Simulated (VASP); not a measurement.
Here is a VASP 6.6.1 calculation.

Contents of INCAR:

```
ALGO     = Normal         # electronic algorithm
EDIFF    = 1E-6           # SCF threshold, eV
ENCUT    = 600            # plane-wave cutoff, eV
GGA_COMPAT= F            
ISIF     = 2              # what is computed and relaxed
ISMEAR   = 0              # smearing method
LASPH    = T              # aspherical terms in the spheres
LCHARG   = T              # write CHGCAR
LELF     = T              # ELF
LREAL    = F              # projectors in reciprocal space
LVHAR    = T            
LWAVE    = F              # write WAVECAR
NBANDS   = 46             # bands
NELM     = 120            # most SCF steps
PREC     = Accurate       # precision mode
SIGMA    = 0.05           # smearing width, eV
```

KPOINTS

```
k-points
0
Gamma
  6 6 6
```

The input POSCAR:

```
ZnCu2SnS4
1.0
   -2.6590637528      2.6590637528      5.3193178261
    2.6590637528     -2.6590637528      5.3193178261
    2.6590637528      2.6590637528     -5.3193178261
Zn Cu Sn S
1 2 1 4
Direct
    0.2500000000      0.7500000000      0.5000000000
    0.0000000000      0.0000000000      0.0000000000
    0.7500000000      0.2500000000      0.5000000000
    0.5000000000      0.5000000000      0.0000000000
    0.3698305302      0.8999522365      1.0091614090
    0.1000477635      0.1092091725      0.4698782937
    0.8907908275      0.3606691211     -0.0091614090
    0.6393308789      0.6301694698      0.5301217063
```

Potentials or basis: VASP PAW LDA potentials, release 64 (Zn, Cu, Sn_d, S).

Command:

```bash
$ cat potpaw_LDA.64/Zn/POTCAR potpaw_LDA.64/Cu/POTCAR potpaw_LDA.64/Sn_d/POTCAR potpaw_LDA.64/S/POTCAR > POTCAR
$ mpirun -np 1 vasp_std > vasp.out
```

Q: Predict the band gap on the k mesh.

A: 0.18 eV.

Q: Predict the largest force.

A: 0.039 eV/Å.

Q: What does it give for the pressure?

A: 0.2 GPa.

Forces in eV/Å, atoms in the order of the input:
```
Zn   0.000  0.000  0.000
Cu   0.000  0.000  0.000
Cu   0.000  0.000  0.000
Sn   0.000  0.000  0.000
S   -0.029  0.020 -0.018
S    0.020  0.029  0.018
S    0.029 -0.020 -0.018
S   -0.020 -0.029  0.018
```

Caveat: spin-orbit coupling is left out, which moves the levels of the heavy elements. A k mesh can miss the band edges.
